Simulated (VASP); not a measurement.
Input of a VASP 6.6.1 run:

File INCAR:

```
SYSTEM = Hf3Br
PREC = Accurate
ENCUT = 520
EDIFF = 1E-7
ISMEAR = 0
SIGMA = 0.1
LREAL = .FALSE.
LASPH = .TRUE.
NELM = 80
ALGO = Normal
ISIF = 2
LWAVE = .FALSE.
LCHARG = .FALSE.
GGA = PE
NBANDS = 26
```

KPOINTS

```
regular mesh
0
G
  12 12 12
  0 0 0
```

The input POSCAR:

```
Hf3Br
1.0
   -2.8835182393      2.8835182393      2.8835182393
    2.8835182393     -2.8835182393      2.8835182393
    2.8835182393      2.8835182393     -2.8835182393
Hf Br
3 1
Direct
    0.0000000000      0.5000000000      0.5000000000
    0.5000000000      0.0000000000      0.5000000000
    0.5000000000      0.5000000000      0.0000000000
    0.0000000000      0.0000000000      0.0000000000
```

Potentials or basis: VASP PAW PBE potentials, release 64 (Hf_pv, Br).

Run with:

```sh
$ cat potpaw_PBE.64/Hf_pv/POTCAR potpaw_PBE.64/Br/POTCAR > POTCAR
$ mpirun -np 1 vasp_std > vasp.out
```

What does it give for the pressure?

-0.4 GPa.

Caveat: an odd number of electrons without spin polarisation forces a metal; a magnetic or distorted state may lie lower.
